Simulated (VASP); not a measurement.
ZnS (k3):

```xyz
4
Lattice="3.8230 0.0000 0.0000 -1.9115 3.3108 0.0000 0.0000 0.0000 6.2610" Properties=species:S:1:pos:R:3 pbc="T T T"
Zn    0.0000    2.2072    0.0000
Zn    1.9115    1.1036    3.1305
S     0.0000    2.2072    3.1305
S     1.9115    1.1036    6.2610
```

```yaml
Program: VASP 6.6.1
Task: relaxation of cell and atoms
Functional: PBEsol
Potentials_or_basis: VASP PAW PBE potentials, release 64 (Zn, S)
Cutoff: 500 eV
k_mesh: 3 × 3 × 2
Occupations: gaussian, width 0.02 eV
Spin: no spin polarisation
```

At the start: pressure 3.8 GPa; volume 19.81 Å³/atom.

Task: Where does the relaxation end?

Result: Over 11 steps the energy falls by 43.5 meV/atom and the volume is 19.11 Å³/atom (-3.5 %); space group P6_3/mmc (No. 194, to 0.05 Å).

Step by step:
```
step  energy change (eV)  largest force (eV/Å)  pressure (GPa)  volume (Å³)
   1              0.0000                0.0000            3.82        79.25
   2             -0.0591                0.0000           -3.33        84.73
   3             -0.0798                0.0000           -1.15        82.77
   4             -0.1026                0.0000           -1.04        81.63
   5             -0.1563                0.0000           -0.09        78.17
   6             -0.0751                0.0000            5.57        71.00
   7             -0.1673                0.0000            0.60        76.69
   8             -0.1689                0.0000            1.09        75.80
   9             -0.1683                0.0000           -0.97        76.95
  10             -0.1739                0.0000            0.06        76.35
  11             -0.1739                0.0000            0.00        76.44
```

Final structure:
```
Zn S
1.0
     3.98932    0.00000    0.00000
    -1.99466    3.45485    0.00000
     0.00000    0.00000    5.54615
Zn S
2 2
Direct
  0.33333 0.66667 0.00000
  0.66667 0.33333 0.50000
  0.33333 0.66667 0.50000
  0.66667 0.33333 0.00000
```

Caveat: the k points lie up to 0.61 Å⁻¹ apart in the final cell; the PAW data sets were made with another functional, which shifts forces and pressure a little.
